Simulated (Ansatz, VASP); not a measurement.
**SnSe in VASP and in Ansatz**

The input INCAR:

```
  PREC = Accurate
  ENCUT = 520
  EDIFF = 1E-6
  ISMEAR = 0
  SIGMA = 0.05
  LREAL = False
  LASPH = True
  NELM = 80
  ALGO = Normal
  ISIF = 2
  LWAVE = False
  LCHARG = False
  GGA = PS
  NBANDS = 17
```

KPOINTS

```
regular mesh
0
Gamma
  8 8 8
```

The input POSCAR:

```
SnSe
1.0
    0.0000000000      3.0322097584      2.9727546651
    2.9727546651      0.0000000000      2.9727546651
    2.9727546651      3.0322097584      0.0000000000
Sn Se
1 1
Direct
    0.0000000000      0.0000000000      0.0000000000
    0.5000000000      0.5000000000      0.5000000000
```

Input for Ansatz:

```yaml
crystal:
  lattice:
    - [0.0, 3.0322097584, 2.9727546651]
    - [2.9727546651, 0.0, 2.9727546651]
    - [2.9727546651, 3.0322097584, 0.0]
  atoms:
    - { symbol: Sn, position: [0.0, 0.0, 0.0] }
    - { symbol: Se, position: [0.5, 0.5, 0.5] }
basis:
  ecutwfc: 420
kpoints:
  mp_grid: { grid: [8, 8, 8] }
hamiltonian:
  xc: pbesol
scf:
  occupations: { method: gaussian, width: 0.05 }
output:
  forces: true
  stress: true
  eigenvalues: true
```

Change from the starting cell: strain +0.0200 x Voigt [0, 1, 0, 0, 0, 0], atoms carried along.

Alike in both runs: task single point; functional PBEsol; k mesh 8 × 8 × 8; occupations gaussian, width 0.05 eV; no spin polarisation.

|  | VASP | Ansatz |
| --- | --- | --- |
| version | VASP 6.6.1 | Ansatz 0.2.0 |
| potentials or method | VASP PAW PBE potentials, release 64 (Sn_d, Se), cutoff 520 eV | scalar-relativistic, plane waves, PAW |
| valence electrons in the cell | 20 | 30 |

|  | VASP | Ansatz | Ansatz less VASP |
| --- | --- | --- | --- |
| gap on the k mesh at the Fermi level (eV) | 0.72 | 0.72 | -0.001 |
| least direct gap on the mesh (eV) | 0.74 | 0.74 | -0.002 |
| pressure (GPa) | -1.0 | -1.0 | -0.01 |
| traceless stress, the component that is largest in VASP (GPa) | -1.58 | -1.57 | +0.009 |

VASP's potentials were made for PBE, not for PBEsol. VASP's potentials hold 20 valence electrons a cell and Ansatz's 30, so a difference there can come from the potentials and not from the codes.
